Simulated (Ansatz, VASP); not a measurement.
Two plane-wave programs on Ag

```
Ag
1.0
    -1.67472    1.67472    1.50024
     1.67472   -1.67472    1.50024
     1.67472    1.67472   -1.50024
Ag
1
Direct
  0.00000 0.00000 0.00000
```

Alike in both runs: task relaxation of cell and atoms; functional PBEsol; k mesh 18 × 18 × 18; occupations gaussian, width 0.1 eV; no spin polarisation.

```csv
,VASP,Ansatz
version,VASP 6.6.1,Ansatz 0.2.0
potentials or method,"VASP PAW PBE potentials, release 64 (Ag), cutoff 600 eV","scalar-relativistic, plane waves, PAW"
valence electrons in the cell,11,19
```

VASP gave:

* gap on the k mesh at the Fermi level, each at its own relaxed structure (eV): none
* relaxed volume (Å³/atom): 16.76
* relaxed cell length with the largest relative difference (Å): 2.800

Problem. What did Ansatz give for the same quantities?

Solution. gap on the k mesh at the Fermi level, each at its own relaxed structure (eV): none; relaxed volume (Å³/atom): 16.80; relaxed cell length with the largest relative difference (Å): 2.802.

VASP's potentials were made for PBE, not for PBEsol. A gap of «none» marks a metal or a gap that the smearing closes. VASP's potentials hold 11 valence electrons a cell and Ansatz's 19, so a difference there can come from the potentials and not from the codes.
